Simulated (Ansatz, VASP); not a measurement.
# K2TaO3 in VASP and in Ansatz

INCAR

```
SYSTEM = K2TaO3
ALGO = Normal
EDIFF = 1E-6
EDIFFG = -0.01
ENCUT = 600
GGA = PE
IBRION = 2
ISIF = 3
ISMEAR = 0
ISPIN = 2
LASPH = .True.
LCHARG = .False.
LMAXMIX = 4
LORBIT = 11
LREAL = .False.
LUSENCCL = .False.
LWAVE = .False.
MAGMOM = 0 0 2.83 -1 -1 -1
NELM = 150
NSW = 100
PREC = Accurate
SIGMA = 0.1
```

Contents of KPOINTS:

```
k-points
0
Gamma
  6 6 10
  0 0 0
```

File POSCAR:

```
K2TaO3
1.0
    5.8071999400      0.0000000000      0.0000000000
   -2.9035999700      5.0291826700      0.0000000000
    0.0000000000      0.0000000000      3.8553258100
K Ta O
2 1 3
Direct
    0.6666666700      0.3333333300      0.0000000000
    0.3333333300      0.6666666700      0.0000000000
    0.0000000000      0.0000000000      0.0000000000
    0.0000000000      0.5000000000      0.5000000000
    0.5000000000      0.5000000000      0.5000000000
    0.5000000000      0.0000000000      0.5000000000
```

Input for Ansatz:

```yaml
crystal:
  lattice:
    - [5.80719994, 0.0, 0.0]
    - [-2.90359997, 5.02918267, 0.0]
    - [0.0, 0.0, 3.85532581]
  atoms:
    - { symbol: K, position: [0.66666667, 0.33333333, 0.0] }
    - { symbol: K, position: [0.33333333, 0.66666667, 0.0] }
    - { symbol: Ta, position: [0.0, 0.0, 0.0], spin: 2.83 }
    - { symbol: O, position: [0.0, 0.5, 0.5], spin: -1.0 }
    - { symbol: O, position: [0.5, 0.5, 0.5], spin: -1.0 }
    - { symbol: O, position: [0.5, 0.0, 0.5], spin: -1.0 }
basis:
  ecutwfc: 420
kpoints:
  mp_grid: { grid: [6, 6, 10] }
hamiltonian:
  xc: pbe
scf:
  occupations: { method: gaussian, width: 0.1 }
output:
  forces: true
  stress: true
  eigenvalues: true
  populations: true
  write_density: true
  write_potential: true
  elf: true
  volumetric_format: npy
magnetization:
  spin_polarized: true
relax:
  adjacent_minimum: "off"
  f_tol: 0.01
  max_steps: 80
  cell: { stress_tol: 0.05 }
```

Change from the starting cell: species swapped into the LaGa2Rh3 type (P6/mmm, No. 191).

Alike in both runs: task relaxation of cell and atoms; functional PBE; k mesh 6 × 6 × 10; occupations gaussian, width 0.1 eV; collinear spin.

|  | VASP | Ansatz |
| --- | --- | --- |
| version | VASP 6.6.1 | Ansatz 0.2.0 |
| potentials or method | VASP PAW PBE potentials, release 64 (K_sv, Ta_pv, O), cutoff 600 eV | scalar-relativistic, plane waves, PAW |
| valence electrons in the cell | 47 | 49 |

```csv
,VASP,Ansatz,Ansatz less VASP
"gap on the k mesh at the Fermi level, each at its own relaxed structure (eV)",none,none,-
net moment per atom (μB),0.68,0.00,-0.677
size of the moment on the site where the two differ most (μB),1.68,2.22,+0.544
relaxed volume (Å³/atom),19.33,19.76,+0.427
relaxed length of the cell vector where the two differ most in proportion (Å),6.192,6.296,+0.1044
```

The net moments are unlike, so the other rows may belong to different states. Site moments also hang on the region over which each program counts them. A gap of «none» marks a metal or a gap that the smearing closes. VASP's potentials hold 47 valence electrons a cell and Ansatz's 49, so a difference there can come from the potentials and not from the codes.

Spin-orbit coupling is off throughout. Noted on VASP's run: too few bands were computed for a metal, which touches its energy and stress.
